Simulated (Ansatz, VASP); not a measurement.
# One calculation of ReP2, two programs

```
CELL_PARAMETERS angstrom
2.97993 0.00000 0.00000
0.00000 2.97993 0.00000
0.00000 0.00000 5.45846
ATOMIC_POSITIONS crystal
Re 0.00000 0.00000 0.00000
P 0.50000 0.50000 0.74565
P 0.50000 0.50000 0.25435
```

Change from the starting cell: species swapped into the FeSi2 type (P4/mmm, No. 123).

Alike in both runs: functional PBE; k mesh 6 × 6 × 4; occupations gaussian, width 0.1 eV; no spin polarisation.

Ansatz relaxed the structure, and its values are those at the end. VASP's run is a single point on that final structure, the one shown.

|  | VASP | Ansatz |
| --- | --- | --- |
| version | VASP 6.6.1 | Ansatz 0.2.0 |
| potentials or method | VASP PAW PBE potentials, release 64 (Re, P), cutoff 520 eV | scalar-relativistic, plane waves, PAW |
| valence electrons in the cell | 17 | 25 |

```csv
,VASP,Ansatz,Ansatz less VASP
gap on the k mesh at the Fermi level (eV),none,none,-
pressure (GPa),0.4,0.0,-0.46
rms of the force components (eV/Å),0.010,0.002,-0.0083
```

A gap of «none» marks a metal or a gap that the smearing closes. VASP's potentials hold 17 valence electrons a cell and Ansatz's 25, so a difference there can come from the potentials and not from the codes.

Neither program's run includes spin-orbit coupling.
